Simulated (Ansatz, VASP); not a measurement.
SiC: VASP beside Ansatz

Contents of INCAR:

```
SYSTEM = SiC
PREC = Accurate
ENCUT = 520
EDIFF = 1E-6
ISMEAR = -1
SIGMA = 0.08
LREAL = .FALSE.
LASPH = .TRUE.
NELM = 100
ALGO = Normal
ISIF = 2
LWAVE = .FALSE.
LCHARG = .FALSE.
GGA = PE
NBANDS = 16
```

The input KPOINTS:

```
Automatic mesh
0
G
  12 12 6
  0 0 0
```

File POSCAR:

```
SiC
1.0
    3.0927898396      0.0000000000      0.0000000000
   -1.5463949198      2.6784345696      0.0000000000
    0.0000000000      0.0000000000      5.0757220386
Si C
2 2
Direct
    0.3333333333      0.6666666667      0.0000808747
    0.6666666667      0.3333333333      0.5000808747
    0.3333333333      0.6666666667      0.3759191253
    0.6666666667      0.3333333333      0.8759191253
```

Input for Ansatz:

```yaml
crystal:
  lattice:
    - [3.0927898396, 0.0, 0.0]
    - [-1.5463949198, 2.6784345696, 0.0]
    - [0.0, 0.0, 5.0757220386]
  atoms:
    - { symbol: Si, position: [0.3333333333, 0.6666666667, 8.08747e-05] }
    - { symbol: Si, position: [0.6666666667, 0.3333333333, 0.5000808747] }
    - { symbol: C, position: [0.3333333333, 0.6666666667, 0.3759191253] }
    - { symbol: C, position: [0.6666666667, 0.3333333333, 0.8759191253] }
kpoints:
  mp_grid: { grid: [12, 12, 6] }
scf:
  occupations: { method: fermi_dirac, width: 0.08 }
hamiltonian:
  xc: pbe
  pseudopotentials: { kind: all_electron, lapw: { basis_error: 0.0005 } }
output:
  forces: true
  stress: true
  eigenvalues: true
  populations: true
```

Alike in both runs: task single point; functional PBE; k mesh 12 × 12 × 6; occupations fermi-dirac, width 0.08 eV; no spin polarisation.

```csv
,VASP,Ansatz
version,VASP 6.6.1,Ansatz 0.2.0
potentials or method,"VASP PAW PBE potentials, release 64 (Si, C), cutoff 520 eV","all-electron LAPW, scalar-relativistic"
```

```tsv
	VASP	Ansatz	Ansatz less VASP
pressure (GPa)	-0.2	-0.2	+0.07
```

Ansatz ran all-electron here, and VASP with PAW potentials.
